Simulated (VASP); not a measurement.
A run of VASP 6.6.1 is set up as follows.

INCAR

```
SYSTEM = Co
ALGO     = Normal         ! electronic algorithm
EDIFF    = 1E-6           ! SCF threshold, eV
ENCUT    = 520            ! plane-wave cutoff, eV
GGA      = CA             ! functional
ISIF     = 2              ! what is computed and relaxed
ISMEAR   = -1             ! smearing method
LASPH    = .TRUE.         ! aspherical terms in the spheres
LCHARG   = .TRUE.         ! write CHGCAR
LELF     = .TRUE.         ! ELF
LREAL    = .FALSE.        ! projectors in reciprocal space
LVHAR    = .TRUE.       
LWAVE    = .FALSE.        ! write WAVECAR
NBANDS   = 16             ! bands
NELM     = 80             ! most SCF steps
PREC     = Accurate       ! precision mode
SIGMA    = 0.1            ! smearing width, eV
```

Contents of KPOINTS:

```
k-points
0
G
  11 11 11
  0 0 0
```

File POSCAR:

```
Co
1.0
    0.0000000000      2.3969338415      2.3969338415
    2.3969338415      0.0000000000      2.3969338415
    2.3969338415      2.3969338415      0.0000000000
Co
2
Direct
    0.1250000000      0.1250000000      0.1250000000
    0.8750000000      0.8750000000      0.8750000000
```

Potentials or basis: VASP PAW LDA potentials, release 64 (Co).

Launch:

```bash
$ cat potpaw_LDA.64/Co/POTCAR > POTCAR
$ mpirun -np 1 vasp_std > vasp.out
```

(1) Predict the pressure.

(2) What does it give for the band gap on the k mesh?

Answers

(1) -1.7 GPa.

(2) zero (band 9 reaches 7.43 eV, above the bottom of band 10 at 6.67 eV).

Caveat: the run has no spin polarisation, though such a crystal can be magnetic.
